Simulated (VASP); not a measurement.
# Yb: single point with LDA

Crystal: Yb.

```
CELL_PARAMETERS angstrom
-1.86036 1.86036 1.86036
1.86036 -1.86036 1.86036
1.86036 1.86036 -1.86036
ATOMIC_POSITIONS crystal
Yb 0.00000 0.00000 0.00000
```

This isn't the form of Yb at room conditions, which is fcc.

```yaml
Program: VASP 6.6.1
Task: single point
Functional: LDA
Potentials_or_basis: VASP PAW PBE potentials, release 64 (Yb)
Cutoff: 520 eV
k_mesh: 13 × 13 × 13
Occupations: fermi-dirac, width 0.1 eV
Spin: no spin polarisation
Dipole_correction: no
Further_INCAR_settings: ALGO = Normal; EDIFF = 1e-06; NBANDS = 18
```

```yaml
Pressure: 6.7 GPa
Band_gap_on_the_k_mesh: zero (bands 12 and 13 overlap by 1.02 eV)
```

Levels at points of the mesh, in eV from the Fermi level:
```tsv
k point	band 10	band 11	band 12	band 13	band 14	band 15
(0.00, 0.00, 0.00)	-0.46	-0.46	-0.41	3.12	3.12	3.12
```

Wall time 22 s on 1 thread of Intel(R) Xeon(R) 6975P-C (Granite Rapids) (shared host), peak memory 0.16 GiB.

Caveat: the cell stands under pressure; the PAW data sets were made with another functional, which shifts forces and pressure a little; spin-orbit coupling is left out, which moves the levels of the heavy elements. Spin polarisation is off, so any magnetic state and its effect on volume and gap are missing.
